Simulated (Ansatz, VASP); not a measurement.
## Os2N: VASP beside Ansatz

```xyz
6
Lattice="0.0000 3.5677 3.5677 3.5677 0.0000 3.5677 3.5677 3.5677 0.0000" Properties=species:S:1:pos:R:3 pbc="T T T"
Os    0.8919    0.8919    0.8919
Os    0.8919    2.6757    2.6757
Os    2.6757    2.6757    0.8919
Os    2.6757    0.8919    2.6757
N     3.5677    3.5677    3.5677
N     5.3515    5.3515    5.3515
```

Alike in both runs: task relaxation of cell and atoms; functional PBE; k mesh 10 × 10 × 10; occupations gaussian, width 0.1 eV; no spin polarisation.

|  | VASP | Ansatz |
| --- | --- | --- |
| version | VASP 6.6.1 | Ansatz 0.2.0 |
| potentials or method | VASP PAW PBE potentials, release 64 (Os, N), cutoff 600 eV | scalar-relativistic, plane waves, PAW |
| valence electrons in the cell | 42 | 74 |

```csv
,VASP,Ansatz,Ansatz less VASP
"gap on the k mesh at the Fermi level, each at its own relaxed structure (eV)",none,none,-
relaxed volume (Å³/atom),15.15,15.15,-0.002
relaxed length of the cell vector where the two differ most in proportion (Å),5.047,5.047,-0.0002
```

A gap of «none» marks a metal or a gap that the smearing closes. VASP's potentials hold 42 valence electrons a cell and Ansatz's 74, so a difference there can come from the potentials and not from the codes.

Neither program's run includes spin-orbit coupling.
